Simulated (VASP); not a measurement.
# Ta (Im-3m) in VASP: notebook

The runs below take Ta through single point, with PBE.

Program: VASP 6.6.1. These are calculated values, not measurements. Logs are shortened: lines on timing, memory, paths and dates and some standing lists are left out, and cuts for length are marked.

### Step 1. The cell of the first run

Symmetry: Im-3m, No. 229, cubic system. The conventional cell has a = 3.321 Å, b = 3.321 Å, c = 3.321 Å, α = 90.00°, β = 90.00°, γ = 90.00°. Ta (site symmetry m-3m) has 14 Ta at 2.88 to 3.32 Å within 3.8 Å.

### Step 2. Single point, PBE

File INCAR:

```
SYSTEM = Ta
  ALGO = Normal
  EDIFF = 1E-6
  ENCUT = 520
  GGA = PE
  ISIF = 2
  ISMEAR = 1
  LASPH = .TRUE.
  LCHARG = .FALSE.
  LREAL = .FALSE.
  LWAVE = .FALSE.
  NBANDS = 12
  NELM = 100
  PREC = Accurate
  SIGMA = 0.6
```

File KPOINTS:

```
k-points
0
G
  13 13 13
  0 0 0
```

File POSCAR:

```
Ta
1.0
   -1.6607181506      1.6607181506      1.6607181506
    1.6607181506     -1.6607181506      1.6607181506
    1.6607181506      1.6607181506     -1.6607181506
Ta
1
Direct
    0.0000000000      0.0000000000      0.0000000000
```

Potentials or basis: VASP PAW PBE potentials, release 64 (Ta_pv).

Started as:

```sh
cat potpaw_PBE.64/Ta_pv/POTCAR > POTCAR
mpirun -np 1 vasp_std > vasp.out
```

OUTCAR:

```text
SYSTEM = Ta
   EDIFF = 1E-6
   ENCUT = 520
   GGA = PE
   ISIF = 2
   ISMEAR = 1
   LASPH = .TRUE.
   LREAL = .FALSE.
   NELM = 100
   PREC = Accurate

 ion  position               nearest neighbor table
   1  0.000  0.000  0.000-

  LATTYP: Found a body centered cubic cell.
 ALAT       =     3.3214363012

  Lattice vectors:

 A1 = (  -1.6607181506,   1.6607181506,   1.6607181506)
 A2 = (   1.6607181506,  -1.6607181506,   1.6607181506)
 A3 = (   1.6607181506,   1.6607181506,  -1.6607181506)

Analysis of symmetry for initial positions (statically):
=====================================================================
 Subroutine PRICEL returns:
 Original cell was already a primitive cell.

 Routine SETGRP: Setting up the symmetry group for a
 body centered cubic supercell.

 Subroutine GETGRP returns: Found 48 space group operations
 (whereof 48 operations were pure point group operations)
 out of a pool of 48 trial point group operations.

The static configuration has the point symmetry O_h .

Analysis of symmetry for dynamics (positions and initial velocities):
=====================================================================
 Subroutine PRICEL returns:
 Original cell was already a primitive cell.

 Routine SETGRP: Setting up the symmetry group for a
 body centered cubic supercell.

 Subroutine GETGRP returns: Found 48 space group operations
 (whereof 48 operations were pure point group operations)
 out of a pool of 48 trial point group operations.

The dynamic configuration has the point symmetry O_h .

 Subroutine INISYM returns: Found 48 space group operations
 (whereof 48 operations are pure point group operations),
 and found     1 'primitive' translations

----------------------------------------------------------------------------------------

                                     Primitive cell

  volume of cell :      18.3209

  direct lattice vectors                    reciprocal lattice vectors
    -1.660718151  1.660718151  1.660718151     0.000000000  0.301074568  0.301074568
     1.660718151 -1.660718151  1.660718151     0.301074568  0.000000000  0.301074568
     1.660718151  1.660718151 -1.660718151     0.301074568  0.301074568  0.000000000

  length of vectors
     2.876448214  2.876448214  2.876448214     0.425783738  0.425783738  0.425783738

  position of ions in fractional coordinates (direct lattice)
     0.000000000  0.000000000  0.000000000

  ion indices of the primitive-cell ions
   primitive index   ion index
                 1           1

----------------------------------------------------------------------------------------

 KPOINTS: k-points

Automatic generation of k-mesh.
 Grid dimensions read from file:
 generate k-points for:   13   13   13

 Generating k-lattice:

  Cartesian coordinates                     Fractional coordinates (reciprocal lattice)
     0.000000000  0.023159582  0.023159582     0.076923077  0.000000000  0.000000000
     0.023159582  0.000000000  0.023159582     0.000000000  0.076923077  0.000000000
     0.023159582  0.023159582  0.000000000     0.000000000  0.000000000  0.076923077

  Length of vectors
     0.032752595  0.032752595  0.032752595

  Shift w.r.t. Gamma in fractional coordinates (k-lattice)
     0.000000000  0.000000000  0.000000000

 Subroutine IBZKPT returns following result:
 ===========================================

 Found     84 irreducible k-points:

 Following reciprocal coordinates:
            Coordinates               Weight
  0.000000  0.000000  0.000000      1.000000
  0.076923  0.000000  0.000000     12.000000
  0.153846  0.000000  0.000000     12.000000
  0.230769  0.000000  0.000000     12.000000
  0.307692  0.000000  0.000000     12.000000
  0.384615  0.000000  0.000000     12.000000
[... 16 lines left out ...]
  0.153846  0.076923  0.076923     24.000000
  0.230769  0.076923  0.076923     24.000000
 [... further k-points ...]
   k-points           NKPTS =     84   k-points in BZ     NKDIM =     84   number of bands    NBANDS=     12
   number of dos      NEDOS =    301   number of ions     NIONS =      1
   total plane-waves  NPLWV =  13824
   dimension x,y,z NGX =    24 NGY =   24 NGZ =   24
   dimension x,y,z NGXF=    48 NGYF=   48 NGZF=   48
   ions per type =               1
   NGX,Y,Z   is equivalent  to a cutoff of  13.87, 13.87, 13.87 a.u.
   NGXF,Y,Z  is equivalent  to a cutoff of  27.74, 27.74, 27.74 a.u.
 SYSTEM =  Ta
   PREC   = accura    normal or accurate (medium, high low for compatibility)
   ISTART =      0    job   : 0-new  1-cont  2-samecut
   ICHARG =      2    charge: 1-file 2-atom 10-const
   ISPIN  =      1    spin polarized calculation?
   LNONCOLLINEAR =      F non collinear calculations
   LSORBIT =      F    spin-orbit coupling
   LASPH  =      T    aspherical Exc in radial PAW
   ENCUT  =  520.0 eV  38.22 Ry    6.18 a.u.   5.35  5.35  5.35*2*pi/ulx,y,z
   NELM   =    100;   NELMIN=  2; NELMDL= -5     # of ELM steps
   EDIFF  = 0.1E-05   stopping-criterion for ELM
   LREAL  =      F    real-space projection
   EDIFFG = 0.1E-04   stopping-criterion for IOM
   NSW    =      0    number of steps for IOM
   IBRION =     -1    ionic relax: 0-MD 1-quasi-New 2-CG
   NFREE  =      0    steps in history (QN), initial steepest desc. (CG)
   ISIF   =      2    stress and relaxation
   ISYM   =      2    0-nonsym 1-usesym 2-fastsym
   POTIM  = 0.5000    time-step for ionic-motion
   TEBEG  =    0.0;   TEEND  =   0.0 temperature during run
   PSTRESS=    0.0 pullay stress
   NELECT =      11.0000    total number of electrons
   NUPDOWN=      -1.0000    fix difference up-down
   EMIN   =  10.00;   EMAX   =-10.00  energy-range for DOS
   EFERMI =   0.00;   METHOD = LEGACY
   ISMEAR =     1;   SIGMA  =   0.60  broadening in eV -4-tet -1-fermi 0-gaus
   EFERMI_NEDOS =   21; number of points for ismear=-14 and -15
   IALGO  =     38    algorithm
   IMIX   =      4    mixing-type and parameters
     AMIX     =   0.40;   BMIX     =  1.00
     AMIX_MAG =   1.60;   BMIX_MAG =  1.00
  volume/ion in A,a.u.               =      18.32       123.64
  Fermi-wavevector in a.u.,A,eV,Ry     =   1.381094  2.609889 25.952020  1.907420
  Thomas-Fermi vector in A             =   2.505910
   LORBIT       =      0    0 simple, 1 ext, 2 COOP (PROOUT), +10 PAW based schemes
   GGA     = PE    functional components
   LHFCALC =     F    Hartree Fock is set to
   AEXX    =    0.0000 exact exchange contribution
   IVDW    =     0    specifies the selected vdW correction
   LEPSILON=     F    determine dielectric tensor
   LRPA    =     F    only Hartree local field effects (RPA)
 non-spin polarized calculation
 Methfessel and Paxton  Order N= 1 SIGMA  =   0.60
  energy-cutoff  :      520.00
  volume of cell :       18.32
 maximum number of plane-waves:       531
 NGX is ok and might be reduce to    24
   NGX = 11   NGY = 11   NGZ = 11

 number of electron      11.0000000 magnetization

 Free energy of the ion-electron system (eV)
  ---------------------------------------------------
  ext. energy  EPLUGINS =         0.00000000
  ---------------------------------------------------
  free energy    TOTEN  =       -11.81747200 eV

  energy without entropy =      -11.80230432  energy(sigma->0) =      -11.81241611

 E-fermi :   5.3647     XC(G=0): -12.5310

 val. band max:        5.3580734252   @ k =   0.2308   0.0000   0.0000
 cond. band min:       5.3755671477   @ k =  -0.2308   0.2308   0.0769
 fundamental gap:      0.0174937225
 Fermi energy:         5.3646850484

 k-point     1 :       0.0000    0.0000    0.0000
  band No.  band energies     occupation
      1     -27.7880      2.00000
      2     -27.7880      2.00000
      3     -27.7880      2.00000
      4      -2.5015      2.00000
      5       6.0843     -0.07071
      6       6.0843     -0.07071
      7       6.0843     -0.07071
      8       9.2972     -0.00000
      9       9.2972     -0.00000
     10      19.9910      0.00000
     11      20.2793      0.00000
     12      20.2793      0.00000

 k-point     2 :       0.0769    0.0000    0.0000
  band No.  band energies     occupation
      1     -27.8569      2.00000
      2     -27.8093      2.00000
      3     -27.7884      2.00000
      4      -2.2436      2.00000
      5       5.9183     -0.03027
      6       6.0320     -0.06639
      7       6.3375     -0.04417
      8       9.0404     -0.00000
      9       9.2988     -0.00000
     10      19.9908      0.00000
     11      20.5056      0.00000
     12      20.7324      0.00000

 k-point     3 :       0.1538    0.0000    0.0000
  band No.  band energies     occupation
      1     -28.0439      2.00000
      2     -27.8678      2.00000
      3     -27.7893      2.00000
      4      -1.5208      2.00000
      5       5.4924      0.64870
      6       5.7846      0.08032
      7       7.0818     -0.00040
      8       8.6661     -0.00000
      9       9.3283     -0.00000
     10      19.9902      0.00000
     11      20.9312      0.00000
     12      22.0114      0.00000
[... 286 lines left out ...]
 k-point    23 :       0.1538    0.0769    0.0769
  band No.  band energies     occupation
      1     -28.3829      2.00000
      2     -27.9229      2.00000
      3     -27.8424      2.00000
      4      -0.0728      2.00000
      5       4.7429      2.05701
      6       4.8480      2.00819
      7       8.9191     -0.00000
      8       9.2127     -0.00000
      9       9.3890     -0.00000
     10      19.9871      0.00000
     11      21.3008      0.00000
     12      22.1220      0.00000

 k-point    24 :       0.2308    0.0769    0.0769
  band No.  band energies     occupation
      1     -28.5841      2.00000
      2     -28.0319      2.00000
      3     -27.8488      2.00000
      4       0.9338      2.00000
      5       4.2906      2.02963
      6       4.6907      2.06729
      7       9.1030     -0.00000
      8       9.7102     -0.00000
      9      10.8075     -0.00000
     10      19.8635      0.00000
     11      19.9303      0.00000
     12      20.1094      0.00000

 [... further k-points ...]
[... 5 lines left out ...]
  --------------------------------------------------------------------------------------
  -------------------------------------------------------------------------------------
  Total       -0.0305242     -0.0305242     -0.0305242      0.0000000     -0.0000000      0.0000000
  in kB       -2.6693554     -2.6693554     -2.6693554      0.0000000     -0.0000000      0.0000000
  external PRESSURE =      -2.6693554 kB  Pullay stress =       0.0000000 kB

 VOLUME and BASIS-vectors are now :
 -----------------------------------------------------------------------------
  energy-cutoff  :      520.00
  volume of cell :       18.32
      direct lattice vectors                 reciprocal lattice vectors
    -1.660718151  1.660718151  1.660718151     0.000000000  0.301074568  0.301074568
     1.660718151 -1.660718151  1.660718151     0.301074568  0.000000000  0.301074568
     1.660718151  1.660718151 -1.660718151     0.301074568  0.301074568  0.000000000

 POSITION                                       TOTAL-FORCE (eV/Angst)
 -----------------------------------------------------------------------------------
      0.00000      0.00000      0.00000        -0.000000     -0.000000     -0.000000
 -----------------------------------------------------------------------------------
    total drift:                                0.000000      0.000000      0.000000

  FREE ENERGIE OF THE ION-ELECTRON SYSTEM (eV)
  ---------------------------------------------------
  free  energy   TOTEN  =       -11.8174719984 eV

  energy  without entropy=      -11.8023043184  energy(sigma->0) =      -11.81241611
```

It took 17 s on 1 thread of Intel Xeon 8259CL, shared host; peak memory 0.15 GiB.

What came out:

```
Free energy : -11.8175 eV
Pressure    : -0.3 GPa
```

Levels at points of the mesh, in eV from the Fermi level:
| k point | band 2 | band 3 | band 4 | band 5 | band 6 | band 7 | band 8 | band 9 |
| --- | --- | --- | --- | --- | --- | --- | --- | --- |
| (0.00, 0.00, 0.00) | -33.15 | -33.15 | -7.87 | 0.72 | 0.72 | 0.72 | 3.93 | 3.93 |

Caveat: spin-orbit coupling is left out, which moves the levels of the heavy elements.

### Step 3. Single point, PBE

File INCAR:

```
SYSTEM = Ta
ALGO = Normal
EDIFF = 1E-7
ENCUT = 520
GGA = PE
ISIF = 2
ISMEAR = 1
LASPH = .TRUE.
LCHARG = .FALSE.
LREAL = .FALSE.
LWAVE = .FALSE.
NBANDS = 12
NELM = 60
PREC = Accurate
SIGMA = 1.0
```

KPOINTS is that of step 2.

POSCAR is that of step 2.

Potentials or basis: VASP PAW PBE potentials, release 64 (Ta_pv).

Started as:

```sh
cat potpaw_PBE.64/Ta_pv/POTCAR > POTCAR
mpirun -np 1 vasp_std > vasp.out
```

It took 24 s on 1 thread of Intel Xeon 8259CL, shared host; peak memory 0.15 GiB.

Results (log left out):

```
Free energy : -11.8322 eV
Pressure    : -0.2 GPa
```

Levels at points of the mesh, in eV from the Fermi level:
| k point | band 2 | band 3 | band 4 | band 5 | band 6 | band 7 | band 8 | band 9 | band 10 | band 11 |
| --- | --- | --- | --- | --- | --- | --- | --- | --- | --- | --- |
| (0.00, 0.00, 0.00) | -33.18 | -33.18 | -7.90 | 0.69 | 0.69 | 0.69 | 3.90 | 3.90 | 14.60 | 14.88 |

Caveat: spin-orbit coupling is left out, which moves the levels of the heavy elements.

### Step 4. Single point, PBE

File INCAR:

```
ALGO = Normal
EDIFF = 1E-6
ENCUT = 520
GGA = PE
ISIF = 2
ISMEAR = -1
LASPH = True
LCHARG = False
LREAL = False
LWAVE = False
NBANDS = 12
NELM = 100
PREC = Accurate
SIGMA = 0.1
```

File KPOINTS:

```
k-points
0
Gamma
  14 14 14
```

POSCAR is that of step 3.

Started as:

```sh
cat potpaw_PBE.64/Ta_pv/POTCAR > POTCAR
mpirun -np 1 vasp_std > vasp.out
```

Run time: 25 s. Hardware: 1 thread of Intel Xeon 8259CL, shared host; peak memory 0.15 GiB.

It converged, with:

```yaml
Free_energy: -11.8372 eV
Pressure: -0.2 GPa
```

Levels at points of the mesh, in eV from the Fermi level:
```tsv
k point	band 3	band 4	band 5	band 6	band 7	band 8
(0.00, 0.00, 0.00)	-33.16	-7.87	0.72	0.72	0.72	3.93
(0.50, 0.00, 0.00)	-33.16	-4.32	-1.51	1.49	3.80	4.81
(0.50, 0.50, 0.50)	-33.93	-3.72	-3.72	6.68	6.68	6.68
```

Caveat: spin-orbit coupling is left out, which moves the levels of the heavy elements.

### Step 5. The runs side by side

| k mesh | smearing | gap on the mesh (eV) | pressure (GPa) |
| --- | --- | --- | --- |
| 13 × 13 × 13 | methfessel-paxton 0.6 eV | none | -0.3 |
| 13 × 13 × 13 | methfessel-paxton 1 eV | none | -0.2 |
| 14 × 14 × 14 | fermi-dirac 0.1 eV | none | -0.2 |

Alike in all rows: task single point; level PBE; potentials or basis VASP PAW PBE potentials, release 64 (Ta_pv); no spin polarisation; cell as given; cutoff (eV) 520.

Every run on the cell as given and a fine mesh finds a metal.

Caveats: spin-orbit coupling is left out, which moves the levels of the heavy elements.

Absolute energies hang on the potentials; compare differences alone.
